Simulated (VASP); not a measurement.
# WS2 in VASP: a series of runs

Runs on WS2. Level: PBEsol+D3(BJ). Tasks: single point.

Program: VASP 6.6.1. These are calculated values, not measurements. Logs are shortened: lines on timing, memory, paths and dates and some standing lists are left out, and cuts for length are marked.

### Step 1. The cell of the first run

The cell holds a slab with vacuum, 3 atoms: a = 3.124 Å, b = 3.124 Å, c = 16.938 Å, α = 90.00°, β = 90.00°, γ = 120.00°.

### Step 2. Single point, PBEsol+D3(BJ) (mode 4 frozen in at -0.076 Å and mode 9 at -0.078 Å (largest displacements))

File INCAR:

```
SYSTEM = WS2
PREC     = Accurate       ! precision mode
ENCUT    = 520            ! plane-wave cutoff, eV
EDIFF    = 1E-7           ! SCF threshold, eV
ISMEAR   = 0              ! smearing method
SIGMA    = 0.05           ! smearing width, eV
LREAL    = .False.        ! projectors in reciprocal space
LASPH    = .True.         ! aspherical terms in the spheres
NELM     = 100            ! most SCF steps
ALGO     = Normal         ! electronic algorithm
ISIF     = 2              ! what is computed and relaxed
LWAVE    = .False.        ! write WAVECAR
LCHARG   = .False.        ! write CHGCAR
GGA      = PS             ! functional
IVDW     = 12             ! dispersion correction
NBANDS   = 20             ! bands
```

File KPOINTS:

```
Automatic mesh
0
Gamma
  12 12 2
  0 0 0
```

File POSCAR:

```
WS2
1.0
    3.1239380587      0.0000000000      0.0000000000
   -1.5619690294      2.7054097187      0.0000000000
    0.0000000000      0.0000000000     16.9375357456
W S
1 2
Direct
    0.3333333333      0.6666666667      0.0016144304
    0.6423383994      0.3333333333      0.9025223990
    0.6909949339      0.3333333333      0.0882200560
```

Potentials or basis: VASP PAW PBE potentials, release 64 (W_sv, S).

Run with:

```sh
> cat potpaw_PBE.64/W_sv/POTCAR potpaw_PBE.64/S/POTCAR > POTCAR
> mpirun -np 1 vasp_std > vasp.out
```

OUTCAR:

```text
SYSTEM = WS2
   PREC = Accurate
   ENCUT = 520
   EDIFF = 1E-7
   ISMEAR = 0
   LREAL = .False.
   LASPH = .True.
   NELM = 100
   ISIF = 2
   GGA = PS
   IVDW = 12
 IVDW          = 12

 ion  position               nearest neighbor table
   1  0.333  0.667  0.002-   3 2.27   3 2.33   3 2.38   2 2.42   2 2.46   2 2.51
   2  0.642  0.333  0.903-   1 2.42   1 2.46   1 2.51
   3  0.691  0.333  0.088-   1 2.27   1 2.33   1 2.38

  LATTYP: Found a hexagonal cell.
 ALAT       =     3.1239380587
 C/A-ratio  =     5.4218538996

  Lattice vectors:

 A1 = (   3.1239380587,   0.0000000000,   0.0000000000)
 A2 = (  -1.5619690294,   2.7054097187,   0.0000000000)
 A3 = (   0.0000000000,   0.0000000000,  16.9375357456)

Analysis of symmetry for initial positions (statically):
=====================================================================
 Subroutine PRICEL returns:
 Original cell was already a primitive cell.

 Routine SETGRP: Setting up the symmetry group for a
 hexagonal supercell.

 Subroutine GETGRP returns: Found  1 space group operations
 (whereof  1 operations were pure point group operations)
 out of a pool of 24 trial point group operations.

The static configuration has the point symmetry C_1 .

Analysis of symmetry for dynamics (positions and initial velocities):
=====================================================================
 Subroutine PRICEL returns:
 Original cell was already a primitive cell.

 Routine SETGRP: Setting up the symmetry group for a
 hexagonal supercell.

 Subroutine GETGRP returns: Found  1 space group operations
 (whereof  1 operations were pure point group operations)
 out of a pool of 24 trial point group operations.

The dynamic configuration has the point symmetry C_1 .

 Subroutine INISYM returns: Found  1 space group operations
 (whereof  1 operations are pure point group operations),
 and found     1 'primitive' translations

----------------------------------------------------------------------------------------

                                     Primitive cell

  volume of cell :     143.1481

  direct lattice vectors                    reciprocal lattice vectors
     3.123938059  0.000000000  0.000000000     0.320108780  0.184814890  0.000000000
    -1.561969029  2.705409719  0.000000000     0.000000000  0.369629780  0.000000000
     0.000000000  0.000000000 16.937535746     0.000000000  0.000000000  0.059040466

  length of vectors
     3.123938059  3.123938059 16.937535746     0.369629780  0.369629780  0.059040466

  position of ions in fractional coordinates (direct lattice)
     0.333333333  0.666666667  0.001614430
     0.642338399  0.333333333  0.902522399
     0.690994934  0.333333333  0.088220056

  ion indices of the primitive-cell ions
   primitive index   ion index
                 1           1
                 2           2
                 3           3

----------------------------------------------------------------------------------------

 KPOINTS: Automatic mesh

Automatic generation of k-mesh.
 Grid dimensions read from file:
 generate k-points for:   12   12    2

 Generating k-lattice:

  Cartesian coordinates                     Fractional coordinates (reciprocal lattice)
     0.026675732  0.015401241  0.000000000     0.083333333  0.000000000  0.000000000
     0.000000000  0.030802482  0.000000000     0.000000000  0.083333333  0.000000000
     0.000000000  0.000000000  0.029520233     0.000000000  0.000000000  0.500000000

  Length of vectors
     0.030802482  0.030802482  0.029520233

  Shift w.r.t. Gamma in fractional coordinates (k-lattice)
     0.000000000  0.000000000  0.000000000

 Subroutine IBZKPT returns following result:
 ===========================================

 Found    148 irreducible k-points:

 Following reciprocal coordinates:
            Coordinates               Weight
  0.000000  0.000000  0.000000      1.000000
  0.083333 -0.000000  0.000000      2.000000
  0.000000  0.083333  0.000000      2.000000
 -0.083333  0.083333  0.000000      2.000000
  0.166667  0.000000  0.000000      2.000000
  0.000000  0.166667  0.000000      2.000000
[... 16 lines left out ...]
  0.166667  0.083333  0.000000      2.000000
 -0.083333  0.250000  0.000000      2.000000
 [... further k-points ...]
   k-points           NKPTS =    148   k-points in BZ     NKDIM =    148   number of bands    NBANDS=     20
   number of dos      NEDOS =    301   number of ions     NIONS =      3
   total plane-waves  NPLWV =  72576
   dimension x,y,z NGX =    24 NGY =   24 NGZ =  126
   dimension x,y,z NGXF=    48 NGYF=   48 NGZF=  252
   ions per type =               1   2
   NGX,Y,Z   is equivalent  to a cutoff of  12.77, 12.77, 12.37 a.u.
   NGXF,Y,Z  is equivalent  to a cutoff of  25.54, 25.54, 24.73 a.u.
 SYSTEM =  WS2
   PREC   = accura    normal or accurate (medium, high low for compatibility)
   ISTART =      0    job   : 0-new  1-cont  2-samecut
   ICHARG =      2    charge: 1-file 2-atom 10-const
   ISPIN  =      1    spin polarized calculation?
   LNONCOLLINEAR =      F non collinear calculations
   LSORBIT =      F    spin-orbit coupling
   LASPH  =      T    aspherical Exc in radial PAW
   ENCUT  =  520.0 eV  38.22 Ry    6.18 a.u.   5.81  5.81 31.49*2*pi/ulx,y,z
   NELM   =    100;   NELMIN=  2; NELMDL= -5     # of ELM steps
   EDIFF  = 0.1E-06   stopping-criterion for ELM
   LREAL  =      F    real-space projection
   EDIFFG = 0.1E-05   stopping-criterion for IOM
   NSW    =      0    number of steps for IOM
   IBRION =     -1    ionic relax: 0-MD 1-quasi-New 2-CG
   NFREE  =      0    steps in history (QN), initial steepest desc. (CG)
   ISIF   =      2    stress and relaxation
   ISYM   =      2    0-nonsym 1-usesym 2-fastsym
   POTIM  = 0.5000    time-step for ionic-motion
   TEBEG  =    0.0;   TEEND  =   0.0 temperature during run
   PSTRESS=    0.0 pullay stress
   NELECT =      26.0000    total number of electrons
   NUPDOWN=      -1.0000    fix difference up-down
   EMIN   =  10.00;   EMAX   =-10.00  energy-range for DOS
   EFERMI =   0.00;   METHOD = LEGACY
   ISMEAR =     0;   SIGMA  =   0.05  broadening in eV -4-tet -1-fermi 0-gaus
   EFERMI_NEDOS =   21; number of points for ismear=-14 and -15
   IALGO  =     38    algorithm
   IMIX   =      4    mixing-type and parameters
     AMIX     =   0.40;   BMIX     =  1.00
     AMIX_MAG =   1.60;   BMIX_MAG =  1.00
  volume/ion in A,a.u.               =      47.72       322.00
  Fermi-wavevector in a.u.,A,eV,Ry     =   0.927123  1.752009 11.694985  0.859557
  Thomas-Fermi vector in A             =   2.053159
   LORBIT       =      0    0 simple, 1 ext, 2 COOP (PROOUT), +10 PAW based schemes
   GGA     = PS    functional components
   LHFCALC =     F    Hartree Fock is set to
   AEXX    =    0.0000 exact exchange contribution
   IVDW    =    12    specifies the selected vdW correction
   LEPSILON=     F    determine dielectric tensor
   LRPA    =     F    only Hartree local field effects (RPA)
 non-spin polarized calculation
 Gauss-broadening in eV      SIGMA  =   0.05
  energy-cutoff  :      520.00
  volume of cell :      143.15
 maximum number of plane-waves:      3892
   NGX = 11   NGY = 11   NGZ = 63

 number of electron      25.9999999 magnetization

 Free energy of the ion-electron system (eV)
  ---------------------------------------------------
  ext. energy  EPLUGINS =         0.00000000
  ---------------------------------------------------
  free energy    TOTEN  =       -24.99063327 eV

  energy without entropy =      -24.99063327  energy(sigma->0) =      -24.99063327

 E-fermi :  -0.8284     XC(G=0):  -4.6361

 val. band max:       -1.1019211085   @ k =   0.0000   0.0000   0.0000
 cond. band min:       0.7767348874   @ k =  -0.3333   0.1667   0.0000
 fundamental gap:      1.8786559959
 Fermi energy:        -0.8284361798

 k-point     1 :       0.0000    0.0000    0.0000
  band No.  band energies     occupation
      1     -74.9413      2.00000
      2     -39.2487      2.00000
      3     -39.0363      2.00000
      4     -39.0207      2.00000
      5     -16.0628      2.00000
      6     -14.3268      2.00000
[... 12 lines left out ...]
     19       4.4595      0.00000
     20       4.6810      0.00000

 k-point     2 :       0.0833   -0.0000    0.0000
  band No.  band energies     occupation
      1     -74.9398      2.00000
      2     -39.2436      2.00000
      3     -39.0644      2.00000
      4     -39.0277      2.00000
      5     -15.9393      2.00000
      6     -14.2786      2.00000
[... 12 lines left out ...]
     19       4.6096      0.00000
     20       5.1135      0.00000

 k-point     3 :       0.0000    0.0833    0.0000
  band No.  band energies     occupation
      1     -74.9398      2.00000
      2     -39.2436      2.00000
      3     -39.0588      2.00000
      4     -39.0333      2.00000
      5     -15.9395      2.00000
      6     -14.2784      2.00000
[... 12 lines left out ...]
     19       4.6079      0.00000
     20       5.1177      0.00000

 k-point     4 :      -0.0833    0.0833    0.0000
  band No.  band energies     occupation
      1     -74.9398      2.00000
      2     -39.2436      2.00000
      3     -39.0525      2.00000
      4     -39.0394      2.00000
      5     -15.9398      2.00000
      6     -14.2781      2.00000
[... 12 lines left out ...]
     19       4.6047      0.00000
     20       5.1078      0.00000

 k-point     5 :       0.1667    0.0000    0.0000
  band No.  band energies     occupation
      1     -74.9357      2.00000
      2     -39.2300      2.00000
      3     -39.1410      2.00000
      4     -39.0457      2.00000
      5     -15.5888      2.00000
      6     -14.1405      2.00000
[... 12 lines left out ...]
     19       5.0288      0.00000
     20       5.9070      0.00000
[... 353 lines left out ...]
      6     -14.1841      2.00000
[... 12 lines left out ...]
     19       4.8851      0.00000
     20       5.7462      0.00000

 k-point    22 :      -0.1667    0.0833    0.0000
  band No.  band energies     occupation
      1     -74.9370      2.00000
      2     -39.2342      2.00000
      3     -39.1098      2.00000
      4     -39.0468      2.00000
      5     -15.7030      2.00000
      6     -14.1845      2.00000
[... 12 lines left out ...]
     19       4.8907      0.00000
     20       5.7456      0.00000

 k-point    23 :       0.1667    0.0833    0.0000
  band No.  band energies     occupation
      1     -74.9322      2.00000
      2     -39.2211      2.00000
      3     -39.1995      2.00000
      4     -39.0657      2.00000
      5     -15.2669      2.00000
      6     -14.0113      2.00000
[... 12 lines left out ...]
     19       5.4281      0.00000
     20       6.3658      0.00000

 k-point    24 :      -0.0833    0.2500    0.0000
  band No.  band energies     occupation
      1     -74.9322      2.00000
      2     -39.2186      2.00000
      3     -39.1881      2.00000
      4     -39.0785      2.00000
      5     -15.2682      2.00000
      6     -14.0089      2.00000
[... 12 lines left out ...]
     19       5.4137      0.00000
     20       6.3570      0.00000

 [... further k-points ...]

------------------------ aborting loop because EDIFF is reached ----------------------------------------

 Edisp (eV)   -0.75920

 E8    (eV) :    -0.5103

  FORCE on cell =-STRESS in cart. coord.  units (eV):
  Direction    XX          YY          ZZ          XY          YZ          ZX
  --------------------------------------------------------------------------------------
  -------------------------------------------------------------------------------------
  Total       0.54762     0.53636     0.54389     0.43759    -0.04835    -2.52137
  in kB       6.12916     6.00321     6.08740     4.89766    -0.54118   -28.22028
  external pressure =        6.07 kB  Pullay stress =        0.00 kB

 VOLUME and BASIS-vectors are now :
 -----------------------------------------------------------------------------
  energy-cutoff  :      520.00
  volume of cell :      143.15
      direct lattice vectors                 reciprocal lattice vectors
     3.123938059  0.000000000  0.000000000     0.320108780  0.184814890  0.000000000
    -1.561969029  2.705409719  0.000000000     0.000000000  0.369629780  0.000000000
     0.000000000  0.000000000 16.937535746     0.000000000  0.000000000  0.059040466

 POSITION                                       TOTAL-FORCE (eV/Angst)
 -----------------------------------------------------------------------------------
     -0.00000      1.80361      0.02734         0.409605      0.105697     -3.630605
      1.48597      0.90180     15.28651         0.610541     -0.033938      1.506762
      1.63797      0.90180      1.49423        -1.020145     -0.071758      2.123843
 -----------------------------------------------------------------------------------
    total drift:                                0.000061      0.000001      0.000195

  FREE ENERGIE OF THE ION-ELECTRON SYSTEM (eV)
  ---------------------------------------------------
  free  energy   TOTEN  =       -25.7498291695 eV

  energy  without entropy=      -25.7498291695  energy(sigma->0) =      -25.74982917
```

Run time: 3.2 min. Hardware: 1 thread of Intel Xeon 6975P-C (Granite Rapids), shared host; peak memory 0.54 GiB.

What came out:

```
Free energy                : -25.7498 eV
Largest force              : 3.655 eV/Å
Band gap on the k mesh     : 1.88 eV, indirect (least direct gap 2.03 eV)
Dispersion energy per atom : -0.253 eV
```

Forces on the atoms (eV/Å):
```
W    0.410  0.106 -3.631
S    0.611 -0.034  1.507
S   -1.020 -0.072  2.124
```

Caveat: the cell differs from its parent crystal (mode 4 frozen in at -0.076 Å and mode 9 at -0.078 Å (largest displacements)); the PAW data sets were made with another functional, which shifts forces and pressure a little; spin-orbit coupling is left out, which moves the levels of the heavy elements.

### Step 3. Single point, PBEsol+D3(BJ) (mode 4 frozen in at -0.030 Å and mode 9 at -0.098 Å (largest displacements))

File INCAR:

```
SYSTEM = WS2
PREC = Accurate ; ENCUT = 520
EDIFF = 1E-6 ; ISMEAR = 0
SIGMA = 0.05 ; LREAL = .False.
LASPH = .True. ; NELM = 60
ALGO = Normal ; ISIF = 2
LWAVE = .False. ; LCHARG = .False.
GGA = PS ; IVDW = 12
NBANDS = 20
```

File KPOINTS:

```
regular mesh
0
Gamma
  12 12 2
  0 0 0
```

File POSCAR:

```
WS2
1.0
    3.1239380587      0.0000000000      0.0000000000
   -1.5619690294      2.7054097187      0.0000000000
    0.0000000000      0.0000000000     16.9375357456
W S
1 2
Direct
    0.3333333333      0.6666666667      0.0020180381
    0.6569353598      0.3333333333      0.9013652059
    0.6763979736      0.3333333333      0.0870628629
```

Potentials or basis: VASP PAW PBE potentials, release 64 (W_sv, S).

Run with:

```sh
> cat potpaw_PBE.64/W_sv/POTCAR potpaw_PBE.64/S/POTCAR > POTCAR
> mpirun -np 1 vasp_std > vasp.out
```

OUTCAR:

```text
SYSTEM = WS2
   PREC = Accurate
   ENCUT = 520
   EDIFF = 1E-6
   ISMEAR = 0
   LREAL = .False.
   LASPH = .True.
   NELM = 60
   ISIF = 2
   GGA = PS
   IVDW = 12
 IVDW          = 12

 ion  position               nearest neighbor table
   1  0.333  0.667  0.002-   3 2.29   3 2.31   3 2.33   2 2.46   2 2.48   2 2.50
   2  0.657  0.333  0.901-   1 2.46   1 2.48   1 2.50
   3  0.676  0.333  0.087-   1 2.29   1 2.31   1 2.33

  LATTYP: Found a hexagonal cell.
 ALAT       =     3.1239380587
 C/A-ratio  =     5.4218538996
[... 745 lines left out ...]

 Edisp (eV)   -0.75915

 E8    (eV) :    -0.5103

  FORCE on cell =-STRESS in cart. coord.  units (eV):
  Direction    XX          YY          ZZ          XY          YZ          ZX
  --------------------------------------------------------------------------------------
  -------------------------------------------------------------------------------------
  Total       0.73105     0.72891     0.48700     0.22124    -0.00972    -1.01426
  in kB       8.18225     8.15824     5.45067     2.47620    -0.10878   -11.35210
  external pressure =        7.26 kB  Pullay stress =        0.00 kB

 VOLUME and BASIS-vectors are now :
 -----------------------------------------------------------------------------
  energy-cutoff  :      520.00
  volume of cell :      143.15
      direct lattice vectors                 reciprocal lattice vectors
     3.123938059  0.000000000  0.000000000     0.320108780  0.184814890  0.000000000
    -1.561969029  2.705409719  0.000000000     0.000000000  0.369629780  0.000000000
     0.000000000  0.000000000 16.937535746     0.000000000  0.000000000  0.059040466

 POSITION                                       TOTAL-FORCE (eV/Angst)
 -----------------------------------------------------------------------------------
     -0.00000      1.80361      0.03418         0.205995      0.017490     -4.489459
      1.53157      0.90180     15.26691         0.228111     -0.004922      1.887663
      1.59237      0.90180      1.47463        -0.434106     -0.012568      2.601796
 -----------------------------------------------------------------------------------
    total drift:                               -0.000001     -0.000006      0.000041

  FREE ENERGIE OF THE ION-ELECTRON SYSTEM (eV)
  ---------------------------------------------------
  free  energy   TOTEN  =       -25.6948846432 eV

  energy  without entropy=      -25.6948846432  energy(sigma->0) =      -25.69488464
```

stdout:

```text
POSCAR found type information on POSCAR W S
 POSCAR found :  2 types and       3 ions
 scaLAPACK will be used
 -----------------------------------------------------------------------------
|                                                                             |
|                                                                             |
|     You enforced a specific xc type in the INCAR file but a different       |
|     I HOPE YOU KNOW WHAT YOU ARE DOING!                                     |
|                                                                             |
 -----------------------------------------------------------------------------

 LDA part: xc-table for (Slater+PW92), standard interpolation
 POSCAR, INCAR and KPOINTS ok, starting setup
 FFT: planning ... GRIDC
 FFT: planning ... GRID_SOFT
 FFT: planning ... GRID
 WAVECAR not read
 entering main loop
```

It took 4 min on 1 thread of Intel Xeon 6975P-C (Granite Rapids), shared host; peak memory 0.53 GiB.

What came out:

```
Free energy                : -25.6949 eV
Largest force              : 4.494 eV/Å
Band gap on the k mesh     : 1.76 eV, indirect (least direct gap 2.03 eV)
Dispersion energy per atom : -0.253 eV
```

Forces in eV/Å, atoms in the order of the input:
```
W    0.206  0.017 -4.489
S    0.228 -0.005  1.888
S   -0.434 -0.013  2.602
```

Caveat: the cell differs from its parent crystal (mode 4 frozen in at -0.030 Å and mode 9 at -0.098 Å (largest displacements)); the PAW data sets were made with another functional, which shifts forces and pressure a little; spin-orbit coupling is left out, which moves the levels of the heavy elements.
